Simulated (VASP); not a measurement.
# Ca (Fm-3m) in VASP: notebook

Runs on Ca. Level: PBE. Tasks: single point.

Everything below comes from runs of VASP 6.6.1. Logs are shortened: lines on timing, memory, paths and dates and some standing lists are left out, and cuts for length are marked.

### 1 The cell of the first run

It takes space group Fm-3m (No. 225, cubic). The conventional cell has a = 4.452 Å, b = 4.452 Å, c = 4.452 Å, α = 90.00°, β = 90.00°, γ = 90.00°. Ca (site symmetry m-3m) has 12 Ca at 3.15 Å within 4.1 Å.

### 2 Single point, PBE

INCAR reads:

```
SYSTEM = Ca
PREC = Accurate
ENCUT = 520
EDIFF = 1E-6
ISMEAR = -1
SIGMA = 0.05
LREAL = .FALSE.
LASPH = .TRUE.
NELM = 60
ALGO = Normal
ISIF = 2
LWAVE = .FALSE.
LCHARG = .TRUE.
GGA = PE
LELF = .TRUE.
LVHAR = .TRUE.
NBANDS = 11
```

KPOINTS reads:

```
regular mesh
0
G
  8 8 8
  0 0 0
```

POSCAR reads:

```
Ca
1.0
    0.0000000000      2.2258781991      2.2258781991
    2.2258781991      0.0000000000      2.2258781991
    2.2258781991      2.2258781991      0.0000000000
Ca
1
Direct
    0.0000000000      0.0000000000      0.0000000000
```

Potentials or basis: VASP PAW PBE potentials, release 64 (Ca_sv).

Started as:

```sh
$ cat potpaw_PBE.64/Ca_sv/POTCAR > POTCAR
$ mpirun -np 1 vasp_std > vasp.out
```

OUTCAR:

```text
SYSTEM = Ca
   PREC = Accurate
   ENCUT = 520
   EDIFF = 1E-6
   ISMEAR = -1
   LREAL = .FALSE.
   LASPH = .TRUE.
   NELM = 60
   ISIF = 2
   GGA = PE

 ion  position               nearest neighbor table
   1  0.000  0.000  0.000-

  LATTYP: Found a face centered cubic cell.
 ALAT       =     4.4517563982

  Lattice vectors:

 A1 = (   0.0000000000,   2.2258781991,   2.2258781991)
 A2 = (   2.2258781991,   0.0000000000,   2.2258781991)
 A3 = (   2.2258781991,   2.2258781991,   0.0000000000)

Analysis of symmetry for initial positions (statically):
=====================================================================
 Subroutine PRICEL returns:
 Original cell was already a primitive cell.

 Routine SETGRP: Setting up the symmetry group for a
 face centered cubic supercell.

 Subroutine GETGRP returns: Found 48 space group operations
 (whereof 48 operations were pure point group operations)
 out of a pool of 48 trial point group operations.

The static configuration has the point symmetry O_h .

Analysis of symmetry for dynamics (positions and initial velocities):
=====================================================================
 Subroutine PRICEL returns:
 Original cell was already a primitive cell.

 Routine SETGRP: Setting up the symmetry group for a
 face centered cubic supercell.

 Subroutine GETGRP returns: Found 48 space group operations
 (whereof 48 operations were pure point group operations)
 out of a pool of 48 trial point group operations.

The dynamic configuration has the point symmetry O_h .

 Subroutine INISYM returns: Found 48 space group operations
 (whereof 48 operations are pure point group operations),
 and found     1 'primitive' translations

----------------------------------------------------------------------------------------

                                     Primitive cell

  volume of cell :      22.0564

  direct lattice vectors                    reciprocal lattice vectors
     0.000000000  2.225878199  2.225878199    -0.224630440  0.224630440  0.224630440
     2.225878199  0.000000000  2.225878199     0.224630440 -0.224630440  0.224630440
     2.225878199  2.225878199  0.000000000     0.224630440  0.224630440 -0.224630440

  length of vectors
     3.147867137  3.147867137  3.147867137     0.389071336  0.389071336  0.389071336

  position of ions in fractional coordinates (direct lattice)
     0.000000000  0.000000000  0.000000000
[... 81 lines left out ...]
   NFREE  =      0    steps in history (QN), initial steepest desc. (CG)
   ISIF   =      2    stress and relaxation
   ISYM   =      2    0-nonsym 1-usesym 2-fastsym
   POTIM  = 0.5000    time-step for ionic-motion
   TEBEG  =    0.0;   TEEND  =   0.0 temperature during run
   PSTRESS=    0.0 pullay stress
   NELECT =      10.0000    total number of electrons
   NUPDOWN=      -1.0000    fix difference up-down
   EMIN   =  10.00;   EMAX   =-10.00  energy-range for DOS
   EFERMI =   0.00;   METHOD = LEGACY
   ISMEAR =    -1;   SIGMA  =   0.05  broadening in eV -4-tet -1-fermi 0-gaus
   EFERMI_NEDOS =   21; number of points for ismear=-14 and -15
   IALGO  =     38    algorithm
   IMIX   =      4    mixing-type and parameters
     AMIX     =   0.40;   BMIX     =  1.00
     AMIX_MAG =   1.60;   BMIX_MAG =  1.00
  volume/ion in A,a.u.               =      22.06       148.84
  Fermi-wavevector in a.u.,A,eV,Ry     =   1.257661  2.376634 21.520472  1.581710
  Thomas-Fermi vector in A             =   2.391309
   LORBIT       =      0    0 simple, 1 ext, 2 COOP (PROOUT), +10 PAW based schemes
   GGA     = PE    functional components
   LHFCALC =     F    Hartree Fock is set to
   AEXX    =    0.0000 exact exchange contribution
   IVDW    =     0    specifies the selected vdW correction
   LEPSILON=     F    determine dielectric tensor
   LRPA    =     F    only Hartree local field effects (RPA)
 non-spin polarized calculation
  energy-cutoff  :      520.00
  volume of cell :       22.06
 maximum number of plane-waves:       609
   NGX = 11   NGY = 11   NGZ = 11

 number of electron      10.0000000 magnetization

 number of electron       9.9999998 magnetization

 Free energy of the ion-electron system (eV)
  ---------------------------------------------------
  ext. energy  EPLUGINS =         0.00000000
  ---------------------------------------------------
  free energy    TOTEN  =        -0.70884995 eV

  energy without entropy =       -0.70014218  energy(sigma->0) =       -0.70449606

 E-fermi :   5.2593     XC(G=0): -10.0594

 val. band max:        5.2133671058   @ k =  -0.3750   0.2500   0.0000
 cond. band min:       5.3048407941   @ k =   0.5000   0.3750   0.0000
 fundamental gap:      0.0914736883
 Fermi energy:         5.2592668135

 k-point     1 :       0.0000    0.0000    0.0000
  band No.  band energies     occupation
      1     -35.5905      2.00000
      2     -16.0580      2.00000
      3     -16.0580      2.00000
      4     -16.0580      2.00000
      5       0.4994      2.00000
      6       8.3394      0.00000
      7       8.3394      0.00000
      8       8.3394      0.00000
      9      10.5241      0.00000
     10      10.5241      0.00000
     11      17.7074      0.00000
[... 309 lines left out ...]
 k-point    24 :      -0.3750    0.2500    0.1250
  band No.  band energies     occupation
      1     -35.3403      2.00000
      2     -17.0487      2.00000
      3     -16.5010      2.00000
      4     -16.2890      2.00000
      5       5.0467      1.97191
      6       5.6624      0.00063
      7       7.1950      0.00000
      8       9.0334      0.00000
      9      11.6788      0.00000
     10      13.1457      0.00000
     11      15.0352      0.00000

 [... further k-points ...]

------------------------ aborting loop because EDIFF is reached ----------------------------------------

  FORCE on cell =-STRESS in cart. coord.  units (eV):
  Direction    XX          YY          ZZ          XY          YZ          ZX
  --------------------------------------------------------------------------------------
  -------------------------------------------------------------------------------------
  Total        4.1402477      4.1402477      4.1402477     -0.0000000      0.0000000     -0.0000000
  in kB      300.7479813    300.7479813    300.7479813     -0.0000000      0.0000000     -0.0000000
  external PRESSURE =     300.7479813 kB  Pullay stress =       0.0000000 kB

 VOLUME and BASIS-vectors are now :
 -----------------------------------------------------------------------------
  energy-cutoff  :      520.00
  volume of cell :       22.06
      direct lattice vectors                 reciprocal lattice vectors
     0.000000000  2.225878199  2.225878199    -0.224630440  0.224630440  0.224630440
     2.225878199  0.000000000  2.225878199     0.224630440 -0.224630440  0.224630440
     2.225878199  2.225878199  0.000000000     0.224630440  0.224630440 -0.224630440

 POSITION                                       TOTAL-FORCE (eV/Angst)
 -----------------------------------------------------------------------------------
      0.00000      0.00000      0.00000         0.000000      0.000000      0.000000
 -----------------------------------------------------------------------------------
    total drift:                               -0.000000      0.000000     -0.000000

  FREE ENERGIE OF THE ION-ELECTRON SYSTEM (eV)
  ---------------------------------------------------
  free  energy   TOTEN  =        -0.7088499518 eV

  energy  without entropy=       -0.7001421753  energy(sigma->0) =       -0.70449606
```

OSZICAR:

```text
N       E                     dE             d eps       ncg     rms          rms(c)
DAV:   1     0.753093078737E+02    0.75309E+02   -0.55192E+03   638   0.911E+02
DAV:   2     0.536953907126E+00   -0.74772E+02   -0.73860E+02   683   0.230E+02
DAV:   3    -0.706733813260E+00   -0.12437E+01   -0.12356E+01   814   0.307E+01
DAV:   4    -0.749049005263E+00   -0.42315E-01   -0.42274E-01   797   0.478E+00
DAV:   5    -0.750267896944E+00   -0.12189E-02   -0.12188E-02   871   0.653E-01    0.156E+00
DAV:   6    -0.720363099295E+00    0.29905E-01   -0.12896E-02   998   0.984E-01    0.838E-01
DAV:   7    -0.708709298067E+00    0.11654E-01   -0.16871E-02  1003   0.101E+00    0.124E-01
DAV:   8    -0.708826035803E+00   -0.11674E-03   -0.41519E-04   734   0.182E-01    0.403E-02
DAV:   9    -0.708850397769E+00   -0.24362E-04   -0.79718E-05   974   0.908E-02    0.316E-03
DAV:  10    -0.708849951760E+00    0.44601E-06   -0.13208E-06   731   0.953E-03
   1 F= -.70884995E+00 E0= -.70449606E+00  d E =-.870778E-02
```

stdout:

```text
POSCAR found type information on POSCAR Ca
 POSCAR found :  1 types and       1 ions
 scaLAPACK will be used
 LDA part: xc-table for (Slater+PW92), standard interpolation
 POSCAR, INCAR and KPOINTS ok, starting setup
 FFT: planning ... GRIDC
 FFT: planning ... GRID_SOFT
 FFT: planning ... GRID
 WAVECAR not read
 entering main loop
```

It took 11 s on 1 thread of Intel Xeon 8259CL, shared host; peak memory 0.14 GiB.

Results:

| Item | Value |
| --- | --- |
| Free energy | -0.7088 eV |
| Pressure | 30.1 GPa |
| Band gap on the k mesh | zero (bands 5 and 6 overlap by 0.16 eV) |

Levels at points of the mesh, in eV from the Fermi level:
```csv
k point,band 1,band 2,band 3,band 4,band 5,band 6,band 7,band 8,band 9,band 10
"(0.00, 0.00, 0.00)",-40.85,-21.32,-21.32,-21.32,-4.76,3.08,3.08,3.08,5.26,5.26
"(0.50, 0.00, 0.00)",-40.63,-22.47,-21.45,-21.45,-1.34,1.41,2.82,2.82,6.71,6.71
"(0.50, 0.50, 0.00)",-40.57,-22.38,-21.71,-21.71,-1.52,-0.21,3.50,6.71,7.11,7.11
```

Caveat: the cell stands under pressure.

### 3 Single point, PBE

This run uses another cell than the first one, of 25.19 Å³/atom.

INCAR reads:

```
SYSTEM = Ca
  PREC = Accurate
  ENCUT = 520
  EDIFF = 1E-7
  ISMEAR = -1
  SIGMA = 0.05
  LREAL = .FALSE.
  LASPH = .TRUE.
  NELM = 100
  ALGO = Normal
  ISIF = 2
  LWAVE = .FALSE.
  LCHARG = .TRUE.
  GGA = PE
  LELF = .TRUE.
  LVHAR = .TRUE.
  NBANDS = 11
```

KPOINTS is that of step 2.

POSCAR reads:

```
Ca
1.0
    0.0000000000      2.3267723442      2.3267723442
    2.3267723442      0.0000000000      2.3267723442
    2.3267723442      2.3267723442      0.0000000000
Ca
1
Direct
    0.0000000000      0.0000000000      0.0000000000
```

Potentials or basis: VASP PAW PBE potentials, release 64 (Ca_sv).

Started as:

```sh
$ cat potpaw_PBE.64/Ca_sv/POTCAR > POTCAR
$ mpirun -np 1 vasp_std > vasp.out
```

It took 14 s on 1 thread of Intel Xeon 8259CL, shared host; peak memory 0.14 GiB.

Results (log left out):

```yaml
Free_energy: -1.1958 eV
Pressure: 20.0 GPa
```

Levels at points of the mesh, in eV from the Fermi level:
| k point | band 2 | band 3 | band 4 | band 5 | band 6 | band 7 | band 8 | band 9 |
| --- | --- | --- | --- | --- | --- | --- | --- | --- |
| (0.00, 0.00, 0.00) | -21.66 | -21.66 | -21.66 | -4.73 | 2.95 | 2.95 | 2.95 | 4.85 |
| (0.50, 0.00, 0.00) | -22.44 | -21.76 | -21.76 | -1.26 | 0.84 | 2.73 | 2.73 | 6.10 |
| (0.50, 0.50, 0.00) | -22.38 | -21.93 | -21.93 | -1.23 | 0.03 | 2.68 | 6.10 | 6.45 |

Caveat: the cell stands under pressure.

### 4 Single point, PBE

This run uses another cell than the first one, of 30.02 Å³/atom.

INCAR reads:

```
SYSTEM = Ca
PREC     = Accurate       ! precision mode
ENCUT    = 520            ! plane-wave cutoff, eV
EDIFF    = 1E-7           ! SCF threshold, eV
ISMEAR   = -1             ! smearing method
SIGMA    = 0.05           ! smearing width, eV
LREAL    = .False.        ! projectors in reciprocal space
LASPH    = .True.         ! aspherical terms in the spheres
NELM     = 100            ! most SCF steps
ALGO     = Normal         ! electronic algorithm
ISIF     = 2              ! what is computed and relaxed
LWAVE    = .False.        ! write WAVECAR
LCHARG   = .True.         ! write CHGCAR
GGA      = PE             ! functional
LELF     = .True.         ! ELF
LVHAR    = .True.       
NBANDS   = 11             ! bands
```

KPOINTS reads:

```
regular mesh
0
Gamma
  8 8 8
  0 0 0
```

POSCAR reads:

```
Ca
1.0
    0.0000000000      2.4666925418      2.4666925418
    2.4666925418      0.0000000000      2.4666925418
    2.4666925418      2.4666925418      0.0000000000
Ca
1
Direct
    0.0000000000      0.0000000000      0.0000000000
```

Started as:

```sh
$ cat potpaw_PBE.64/Ca_sv/POTCAR > POTCAR
$ mpirun -np 1 vasp_std > vasp.out
```

Wall time 18 s (1 thread of Intel Xeon 8259CL, shared host); peak memory 0.16 GiB.

The run converged. Its results:

| Property | Result |
| --- | --- |
| Free energy | -1.6340 eV |
| Pressure | 10.0 GPa |

Levels at points of the mesh, in eV from the Fermi level:
| k point | band 3 | band 4 | band 5 | band 6 | band 7 | band 8 |
| --- | --- | --- | --- | --- | --- | --- |
| (0.00, 0.00, 0.00) | -22.08 | -22.08 | -4.56 | 2.78 | 2.78 | 2.78 |
| (0.50, 0.00, 0.00) | -22.14 | -22.14 | -1.14 | 0.33 | 2.59 | 2.59 |
| (0.50, 0.50, 0.00) | -22.24 | -22.24 | -0.89 | 0.29 | 1.89 | 5.37 |

Caveat: the cell stands under pressure.

### 5 Single point, PBE

This run uses another cell than the first one, of 34.19 Å³/atom.

INCAR reads:

```
SYSTEM = Ca
PREC = Accurate
ENCUT = 520
EDIFF = 1E-7
ISMEAR = -1
SIGMA = 0.05
LREAL = .FALSE.
LASPH = .TRUE.
NELM = 60
ALGO = Normal
ISIF = 2
LWAVE = .FALSE.
LCHARG = .TRUE.
GGA = PE
LELF = .TRUE.
LVHAR = .TRUE.
NBANDS = 11
```

KPOINTS reads:

```
regular mesh
0
G
  8 8 8
  0 0 0
```

POSCAR reads:

```
Ca
1.0
    0.0000000000      2.5759639880      2.5759639880
    2.5759639880      0.0000000000      2.5759639880
    2.5759639880      2.5759639880      0.0000000000
Ca
1
Direct
    0.0000000000      0.0000000000      0.0000000000
```

Started as:

```sh
$ cat potpaw_PBE.64/Ca_sv/POTCAR > POTCAR
$ mpirun -np 1 vasp_std > vasp.out
```

Run time: 21 s. Hardware: 1 thread of Intel Xeon 8259CL, shared host; peak memory 0.16 GiB.

It converged, with:

```yaml
Free_energy: -1.8249 eV
Pressure: 5.0 GPa
Band_gap_on_the_k_mesh: zero (bands 5 and 6 overlap by 0.05 eV)
```

Levels at points of the mesh, in eV from the Fermi level:
```csv
k point,band 3,band 4,band 5,band 6,band 7,band 8
"(0.00, 0.00, 0.00)",-22.38,-22.38,-4.36,2.64,2.64,2.64
"(0.50, 0.00, 0.00)",-22.42,-22.42,-1.06,0.10,2.48,2.48
"(0.50, 0.50, 0.00)",-22.49,-22.49,-0.68,0.45,1.48,4.88
```

Caveat: the cell stands under pressure.

### 6 Single point, PBE

This run uses another cell than the first one, of 38.21 Å³/atom.

INCAR reads:

```
SYSTEM = Ca
  ALGO = Normal
  EDIFF = 1E-6
  ENCUT = 520
  GGA = PE
  ISIF = 2
  ISMEAR = -1
  LASPH = .TRUE.
  LCHARG = .FALSE.
  LREAL = .FALSE.
  LWAVE = .FALSE.
  NBANDS = 11
  NELM = 80
  PREC = Accurate
  SIGMA = 0.05
```

KPOINTS reads:

```
k-points
0
G
  8 8 8
  0 0 0
```

POSCAR reads:

```
Ca
1.0
    0.0000000000      2.6732892009      2.6732892009
    2.6732892009      0.0000000000      2.6732892009
    2.6732892009      2.6732892009      0.0000000000
Ca
1
Direct
    0.0000000000      0.0000000000      0.0000000000
```

Potentials or basis: VASP PAW PBE potentials, release 64 (Ca_sv).

Started as:

```sh
$ cat potpaw_PBE.64/Ca_sv/POTCAR > POTCAR
$ mpirun -np 1 vasp_std > vasp.out
```

It took 15 s on 1 thread of Intel Xeon 8259CL, shared host; peak memory 0.16 GiB.

It converged, with:

- Free energy: -1.9111 eV
- Pressure: 2.0 GPa
- Band gap on the k mesh: zero (bands 5 and 6 overlap by 0.21 eV)

Levels at points of the mesh, in eV from the Fermi level:
```
           k point  band 2  band 3  band 4  band 5  band 6  band 7  band 8  band 9
(0.00, 0.00, 0.00)  -22.65  -22.65  -22.65   -4.16    2.51    2.51    2.51    3.71
(0.50, 0.00, 0.00)  -22.84  -22.67  -22.67   -0.99   -0.04    2.38    2.38    4.49
(0.50, 0.50, 0.00)  -22.83  -22.72  -22.72   -0.52    0.56    1.21    4.48    4.70
```

### 7 Overview

```tsv
cell	gap on the mesh (eV)	pressure (GPa)
a = 3.148 Å, angles 60.0°, 1 atom	none	30.1
a = 3.291 Å, angles 60.0°, 1 atom	-	20.0
a = 3.488 Å, angles 60.0°, 1 atom	-	10.0
a = 3.643 Å, angles 60.0°, 1 atom	none	5.0
a = 3.781 Å, angles 60.0°, 1 atom	none	2.0
```

Alike in all rows: task single point; level PBE; potentials or basis VASP PAW PBE potentials, release 64 (Ca_sv); no spin polarisation; k mesh 8 × 8 × 8; cutoff (eV) 520; smearing fermi-dirac 0.05 eV.

Caveats: the cell stands under pressure (at least some runs).

Total energies depend on the potentials used, so only differences within one code and one set of settings carry meaning.

The gap in the log of VASP goes by the Fermi energy; the results here count the filled bands.